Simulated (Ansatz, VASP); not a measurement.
## One calculation of PtSe2, two programs

```
Pt Se
1.0
     3.90365    0.00000    0.00000
    -1.95182    3.38066    0.00000
     0.00000    0.00000    5.23026
Pt Se
1 2
Direct
  0.00000 0.00000 0.00092
  0.33333 0.66667 0.24232
  0.66667 0.33333 0.75675
```

Alike in both runs: task single point; functional PBEsol; k mesh 12 × 12 × 8; occupations gaussian, width 0.1 eV; no spin polarisation.

|  | VASP | Ansatz |
| --- | --- | --- |
| version | VASP 6.6.1 | Ansatz 0.2.0 |
| potentials or method | VASP PAW PBE potentials, release 64 (Pt, Se), cutoff 520 eV | scalar-relativistic, plane waves, PAW |
| valence electrons in the cell | 22 | 50 |

```tsv
	VASP	Ansatz	Ansatz less VASP
gap on the k mesh at the Fermi level (eV)	none	none	-
pressure (GPa)	-9.5	-9.5	-0.01
traceless stress, the component that is largest in VASP (GPa)	3.27	3.28	+0.015
rms of the force components (eV/Å)	0.299	0.302	+0.0029
```

VASP's potentials were made for PBE, not for PBEsol. Atom by atom the forces differ by 0.003 eV/Å (rms over components). A gap of «none» marks a metal or a gap that the smearing closes. With one functional, cell and mesh, what is left measures potentials, basis and numerics. VASP's potentials hold 22 valence electrons a cell and Ansatz's 50, so a difference there can come from the potentials and not from the codes.

Neither program's run includes spin-orbit coupling.
